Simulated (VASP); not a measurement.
AlGa3N4, 8 atoms in the cell. The structure is trigonal, space group R3m (No. 160). The conventional cell has a = 6.344 Å, b = 6.344 Å, c = 7.233 Å, α = 90.00°, β = 90.00°, γ = 120.00°. Within 2.4 Å of Al (site symmetry 3m) lie 4 N at 1.77 to 1.89 Å. Ga (site symmetry m) has 4 N at 1.82 to 1.94 Å within 2.4 Å. Within 2.4 Å of N (site symmetry m) lie 3 Ga at 1.82 to 1.94 Å and 1 Al at 1.89 Å. Within 2.4 Å of N (site symmetry 3m) lie 1 Al at 1.77 Å and 3 Ga at 1.94 Å. 

* Program: VASP 6.6.1
* Task: single point
* Functional: LDA
* Potentials or basis: VASP PAW LDA potentials, release 64 (Al, Ga_d, N_h)
* Cutoff: 1330 eV
* k mesh: 6 × 6 × 6
* Occupations: gaussian, width 0.05 eV
* Spin: no spin polarisation
* Dipole correction: no
* Further INCAR settings: ALGO = Normal; EDIFF = 1e-06; NBANDS = 41

Potentials or basis: VASP PAW LDA potentials, release 64 (Al, Ga_d, N_h).

Run with:

```console
$ cat potpaw_LDA.64/Al/POTCAR potpaw_LDA.64/Ga_d/POTCAR potpaw_LDA.64/N_h/POTCAR > POTCAR
$ mpirun -np 1 vasp_std > vasp.out
```

Hardware: 1 thread of Intel(R) Xeon(R) Platinum 8488C (Sapphire Rapids) (shared host).

**Question.** Estimate the wall time of this run.

**Answer.** Run time: 6.3 min on 1 thread of Intel(R) Xeon(R) Platinum 8488C (Sapphire Rapids), with other jobs on the host, peak memory 0.55 GiB. Counts: scf iterations 14, k points 32.
